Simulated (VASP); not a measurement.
# K (P4/mmm) in VASP: notebook

The runs below take K through single point, with PBE.

Program: VASP 6.6.1. These are calculated values, not measurements. Logs are shortened: lines on timing, memory, paths and dates and some standing lists are left out, and cuts for length are marked.

## Step 1: The cell of the first run

It takes space group P4/mmm (No. 123, tetragonal). Conventional cell: a = 4.839 Å, b = 4.839 Å, c = 3.421 Å, α = 90.00°, β = 90.00°, γ = 90.00°. Within 4.5 Å of K (site symmetry 4/mmm) lie 2 K at 3.42 Å.

## Step 2: Single point, PBE

File INCAR:

```
PREC = Accurate
ENCUT = 520
EDIFF = 1E-6
ISMEAR = 0
SIGMA = 0.15
LREAL = F
LASPH = T
NELM = 100
ALGO = Fast
ISIF = 2
LWAVE = F
LCHARG = F
GGA = PE
NBANDS = 10
```

File KPOINTS:

```
regular mesh
0
Gamma
  12 12 12
```

File POSCAR:

```
K
1.0
    4.8385483100      0.0000000000      0.0000000000
    0.0000000000      4.8385483100      0.0000000000
    0.0000000000      0.0000000000      3.4208536552
K
1
Direct
    0.0000000000      0.0000000000      0.0000000000
```

Potentials or basis: VASP PAW PBE potentials, release 64 (K_sv).

Run with:

```console
$ cat potpaw_PBE.64/K_sv/POTCAR > POTCAR
$ mpirun -np 1 vasp_std > vasp.out
```

OUTCAR:

```text
PREC = Accurate
   ENCUT = 520
   EDIFF = 1E-6
   ISMEAR = 0
   LREAL = F
   LASPH = T
   NELM = 100
   ISIF = 2
   GGA = PE

 ion  position               nearest neighbor table
   1  0.000  0.000  0.000-

  LATTYP: Found a simple tetragonal cell.
 ALAT       =     4.8385483100
 C/A-ratio  =     0.7070000000

  Lattice vectors:

 A1 = (   4.8385483100,   0.0000000000,   0.0000000000)
 A2 = (   0.0000000000,   4.8385483100,   0.0000000000)
 A3 = (   0.0000000000,   0.0000000000,   3.4208536552)

Analysis of symmetry for initial positions (statically):
=====================================================================
 Subroutine PRICEL returns:
 Original cell was already a primitive cell.

 Routine SETGRP: Setting up the symmetry group for a
 simple tetragonal supercell.

 Subroutine GETGRP returns: Found 16 space group operations
 (whereof 16 operations were pure point group operations)
 out of a pool of 16 trial point group operations.

The static configuration has the point symmetry D_4h.

Analysis of symmetry for dynamics (positions and initial velocities):
=====================================================================
 Subroutine PRICEL returns:
 Original cell was already a primitive cell.

 Routine SETGRP: Setting up the symmetry group for a
 simple tetragonal supercell.

 Subroutine GETGRP returns: Found 16 space group operations
 (whereof 16 operations were pure point group operations)
 out of a pool of 16 trial point group operations.

The dynamic configuration has the point symmetry D_4h.

 Subroutine INISYM returns: Found 16 space group operations
 (whereof 16 operations are pure point group operations),
 and found     1 'primitive' translations

----------------------------------------------------------------------------------------

                                     Primitive cell

  volume of cell :      80.0875

  direct lattice vectors                    reciprocal lattice vectors
     4.838548310  0.000000000  0.000000000     0.206673559  0.000000000  0.000000000
     0.000000000  4.838548310  0.000000000     0.000000000  0.206673559  0.000000000
     0.000000000  0.000000000  3.420853655     0.000000000  0.000000000  0.292324695

  length of vectors
     4.838548310  4.838548310  3.420853655     0.206673559  0.206673559  0.292324695

  position of ions in fractional coordinates (direct lattice)
     0.000000000  0.000000000  0.000000000

  ion indices of the primitive-cell ions
   primitive index   ion index
                 1           1

----------------------------------------------------------------------------------------

 KPOINTS: regular mesh

Automatic generation of k-mesh.
 Grid dimensions read from file:
 generate k-points for:   12   12   12

 Generating k-lattice:

  Cartesian coordinates                     Fractional coordinates (reciprocal lattice)
     0.017222797  0.000000000  0.000000000     0.083333333  0.000000000  0.000000000
     0.000000000  0.017222797  0.000000000     0.000000000  0.083333333  0.000000000
     0.000000000  0.000000000  0.024360391     0.000000000  0.000000000  0.083333333

  Length of vectors
     0.017222797  0.017222797  0.024360391

  Shift w.r.t. Gamma in fractional coordinates (k-lattice)
     0.000000000  0.000000000  0.000000000

 Subroutine IBZKPT returns following result:
 ===========================================

 Found    196 irreducible k-points:

 Following reciprocal coordinates:
            Coordinates               Weight
  0.000000  0.000000  0.000000      1.000000
  0.083333  0.000000  0.000000      4.000000
  0.166667  0.000000  0.000000      4.000000
  0.250000  0.000000  0.000000      4.000000
  0.333333  0.000000  0.000000      4.000000
  0.416667  0.000000  0.000000      4.000000
[... 16 lines left out ...]
  0.333333  0.333333  0.000000      4.000000
  0.416667  0.333333  0.000000      8.000000
 [... further k-points ...]
   k-points           NKPTS =    196   k-points in BZ     NKDIM =    196   number of bands    NBANDS=     10
   number of dos      NEDOS =    301   number of ions     NIONS =      1
   total plane-waves  NPLWV =  36288
   dimension x,y,z NGX =    36 NGY =   36 NGZ =   28
   dimension x,y,z NGXF=    72 NGYF=   72 NGZF=   56
   ions per type =               1
   NGX,Y,Z   is equivalent  to a cutoff of  12.37, 12.37, 13.61 a.u.
   NGXF,Y,Z  is equivalent  to a cutoff of  24.74, 24.74, 27.21 a.u.
 SYSTEM =  unknown system
   PREC   = accura    normal or accurate (medium, high low for compatibility)
   ISTART =      0    job   : 0-new  1-cont  2-samecut
   ICHARG =      2    charge: 1-file 2-atom 10-const
   ISPIN  =      1    spin polarized calculation?
   LNONCOLLINEAR =      F non collinear calculations
   LSORBIT =      F    spin-orbit coupling
   LASPH  =      T    aspherical Exc in radial PAW
   ENCUT  =  520.0 eV  38.22 Ry    6.18 a.u.   9.00  9.00  6.36*2*pi/ulx,y,z
   NELM   =    100;   NELMIN=  2; NELMDL= -5     # of ELM steps
   EDIFF  = 0.1E-05   stopping-criterion for ELM
   LREAL  =      F    real-space projection
   EDIFFG = 0.1E-04   stopping-criterion for IOM
   NSW    =      0    number of steps for IOM
   IBRION =     -1    ionic relax: 0-MD 1-quasi-New 2-CG
   NFREE  =      0    steps in history (QN), initial steepest desc. (CG)
   ISIF   =      2    stress and relaxation
   ISYM   =      2    0-nonsym 1-usesym 2-fastsym
   POTIM  = 0.5000    time-step for ionic-motion
   TEBEG  =    0.0;   TEEND  =   0.0 temperature during run
   PSTRESS=    0.0 pullay stress
   NELECT =       9.0000    total number of electrons
   NUPDOWN=      -1.0000    fix difference up-down
   EMIN   =  10.00;   EMAX   =-10.00  energy-range for DOS
   EFERMI =   0.00;   METHOD = LEGACY
   ISMEAR =     0;   SIGMA  =   0.15  broadening in eV -4-tet -1-fermi 0-gaus
   EFERMI_NEDOS =   21; number of points for ismear=-14 and -15
   IALGO  =     68    algorithm
   IMIX   =      4    mixing-type and parameters
     AMIX     =   0.40;   BMIX     =  1.00
     AMIX_MAG =   1.60;   BMIX_MAG =  1.00
  volume/ion in A,a.u.               =      80.09       540.46
  Fermi-wavevector in a.u.,A,eV,Ry     =   0.790013  1.492908  8.491671  0.624120
  Thomas-Fermi vector in A             =   1.895269
   LORBIT       =      0    0 simple, 1 ext, 2 COOP (PROOUT), +10 PAW based schemes
   GGA     = PE    functional components
   LHFCALC =     F    Hartree Fock is set to
   AEXX    =    0.0000 exact exchange contribution
   IVDW    =     0    specifies the selected vdW correction
   LEPSILON=     F    determine dielectric tensor
   LRPA    =     F    only Hartree local field effects (RPA)
 non-spin polarized calculation
 RMM-DIIS sequential band-by-band and
 Gauss-broadening in eV      SIGMA  =   0.15
  energy-cutoff  :      520.00
  volume of cell :       80.09
 maximum number of plane-waves:      2216
 NGX is ok and might be reduce to    36

 number of electron       9.0000001 magnetization

 Free energy of the ion-electron system (eV)
  ---------------------------------------------------
  ext. energy  EPLUGINS =         0.00000000
  ---------------------------------------------------
  free energy    TOTEN  =        -0.74159211 eV

  energy without entropy =       -0.73265650  energy(sigma->0) =       -0.73712431

 E-fermi :  -0.2321     XC(G=0):  -5.4134

 val. band max:       -0.2393847229   @ k =   0.5000   0.1667   0.0000
 cond. band min:      -0.2301077816   @ k =   0.4167   0.0833   0.2500
 fundamental gap:      0.0092769413
 Fermi energy:        -0.2321443396

 k-point     1 :       0.0000    0.0000    0.0000
  band No.  band energies     occupation
      1     -32.8831      2.00000
      2     -16.3129      2.00000
      3     -16.3129      2.00000
      4     -16.1392      2.00000
      5      -2.2931      2.00000
      6       1.9259      0.00000
      7       2.4135      0.00000
      8       4.3798      0.00000
      9       4.3798      0.00000
     10       4.7952      0.00000

 k-point     2 :       0.0833    0.0000    0.0000
  band No.  band energies     occupation
      1     -32.8831      2.00000
      2     -16.3147      2.00000
      3     -16.3127      2.00000
      4     -16.1391      2.00000
      5      -2.2429      2.00000
      6       1.8567      0.00000
      7       2.3774      0.00000
      8       4.2171      0.00000
      9       4.3464      0.00000
     10       4.9782      0.00000

 k-point     3 :       0.1667    0.0000    0.0000
  band No.  band energies     occupation
      1     -32.8829      2.00000
      2     -16.3198      2.00000
      3     -16.3123      2.00000
      4     -16.1389      2.00000
      5      -2.0940      2.00000
      6       1.5763      0.00000
      7       2.3657      0.00000
      8       3.9713      0.00000
      9       4.3290      0.00000
     10       5.2809      0.00000

 k-point     4 :       0.2500    0.0000    0.0000
  band No.  band energies     occupation
      1     -32.8827      2.00000
      2     -16.3267      2.00000
      3     -16.3118      2.00000
      4     -16.1387      2.00000
      5      -1.8510      2.00000
      6       1.0999      0.00000
      7       2.4299      0.00000
      8       3.7552      0.00000
      9       4.4149      0.00000
     10       5.5816      0.00000
[... 222 lines left out ...]
 k-point    22 :       0.5000    0.2500    0.0000
  band No.  band energies     occupation
      1     -32.8819      2.00000
      2     -16.3388      2.00000
      3     -16.3241      2.00000
      4     -16.1377      2.00000
      5      -0.3356      1.67066
      6      -0.0753      0.13915
      7       2.2122      0.00000
      8       2.2762      0.00000
      9       4.9466      0.00000
     10       5.5137      0.00000

 k-point    23 :       0.3333    0.3333    0.0000
  band No.  band energies     occupation
      1     -32.8819      2.00000
      2     -16.3316      2.00000
      3     -16.3313      2.00000
      4     -16.1377      2.00000
      5      -0.7700      2.00000
      6       1.1117      0.00000
      7       1.1612      0.00000
      8       2.5206      0.00000
      9       4.9353      0.00000
     10       5.3734      0.00000

 k-point    24 :       0.4167    0.3333    0.0000
  band No.  band energies     occupation
      1     -32.8817      2.00000
      2     -16.3363      2.00000
      3     -16.3309      2.00000
      4     -16.1375      2.00000
      5      -0.3775      1.82932
      6       0.5962      0.00000
      7       1.4517      0.00000
      8       2.1763      0.00000
      9       4.8527      0.00000
     10       5.4205      0.00000

 [... further k-points ...]

------------------------ aborting loop because EDIFF is reached ----------------------------------------

  FORCE on cell =-STRESS in cart. coord.  units (eV):
  Direction    XX          YY          ZZ          XY          YZ          ZX
  --------------------------------------------------------------------------------------
  -------------------------------------------------------------------------------------
  Total       -0.3965775     -0.3965775      1.5313412      0.0000000      0.0000000      0.0000000
  in kB       -7.9336684     -7.9336684     30.6350011      0.0000000      0.0000000      0.0000000
  external PRESSURE =       4.9225548 kB  Pullay stress =       0.0000000 kB

 VOLUME and BASIS-vectors are now :
 -----------------------------------------------------------------------------
  energy-cutoff  :      520.00
  volume of cell :       80.09
      direct lattice vectors                 reciprocal lattice vectors
     4.838548310  0.000000000  0.000000000     0.206673559  0.000000000  0.000000000
     0.000000000  4.838548310  0.000000000     0.000000000  0.206673559  0.000000000
     0.000000000  0.000000000  3.420853655     0.000000000  0.000000000  0.292324695

 POSITION                                       TOTAL-FORCE (eV/Angst)
 -----------------------------------------------------------------------------------
      0.00000      0.00000      0.00000         0.000000      0.000000      0.000000
 -----------------------------------------------------------------------------------
    total drift:                                0.000000      0.000000     -0.000000

  FREE ENERGIE OF THE ION-ELECTRON SYSTEM (eV)
  ---------------------------------------------------
  free  energy   TOTEN  =        -0.7415921149 eV

  energy  without entropy=       -0.7326565008  energy(sigma->0) =       -0.73712431
```

It took 43 s on 1 thread of Intel Xeon 6975P-C (Granite Rapids), shared host; peak memory 0.28 GiB.

What came out:

- Free energy: -0.7416 eV
- Pressure: 0.5 GPa

## Step 3: Single point, PBE

This run uses another cell than the first one, of the same volume but with other edges.

File INCAR:

```
PREC = Accurate
ENCUT = 520
EDIFF = 1E-6
ISMEAR = 0
SIGMA = 0.15
LREAL = False
LASPH = True
NELM = 100
ALGO = Fast
ISIF = 2
LWAVE = False
LCHARG = True
GGA = PE
LELF = True
LVHAR = True
NBANDS = 10
```

KPOINTS is that of step 2.

File POSCAR:

```
K
1.0
    3.8403583386      0.0000000000      0.0000000000
    0.0000000000      3.8403583386      0.0000000000
    0.0000000000      0.0000000000      5.4302666908
K
1
Direct
    0.0000000000      0.0000000000      0.0000000000
```

Potentials or basis: VASP PAW PBE potentials, release 64 (K_sv).

Run with:

```console
$ cat potpaw_PBE.64/K_sv/POTCAR > POTCAR
$ mpirun -np 1 vasp_std > vasp.out
```

Wall time 52 s (1 thread of Intel Xeon 6975P-C (Granite Rapids), shared host); peak memory 0.28 GiB.

Results (log left out):

```
Free energy : -0.7984 eV
Pressure    : 0.6 GPa
```

Stress tensor (GPa, compression positive):
```
 1.40  0.00  0.00
 0.00  1.40  0.00
 0.00  0.00 -0.98
```

Levels at points of the mesh, in eV from the Fermi level:
| k point | band 1 | band 2 | band 3 | band 4 | band 5 | band 6 | band 7 | band 8 |
| --- | --- | --- | --- | --- | --- | --- | --- | --- |
| (0.00, 0.00, 0.00) | -32.48 | -15.94 | -15.86 | -15.86 | -2.09 | 1.94 | 3.02 | 3.22 |
| (0.50, 0.00, 0.00) | -32.46 | -16.10 | -15.91 | -15.84 | 0.55 | 0.59 | 2.90 | 3.39 |
| (0.50, 0.50, 0.00) | -32.45 | -16.07 | -16.07 | -15.89 | 1.10 | 3.25 | 3.28 | 3.28 |
| (0.00, 0.00, 0.50) | -32.48 | -15.95 | -15.86 | -15.86 | -1.13 | -0.28 | 3.11 | 4.60 |
| (0.50, 0.00, 0.50) | -32.46 | -16.10 | -15.92 | -15.84 | 1.18 | 1.55 | 1.59 | 2.27 |
| (0.50, 0.50, 0.50) | -32.45 | -16.07 | -16.07 | -15.89 | 1.40 | 2.81 | 2.81 | 4.43 |
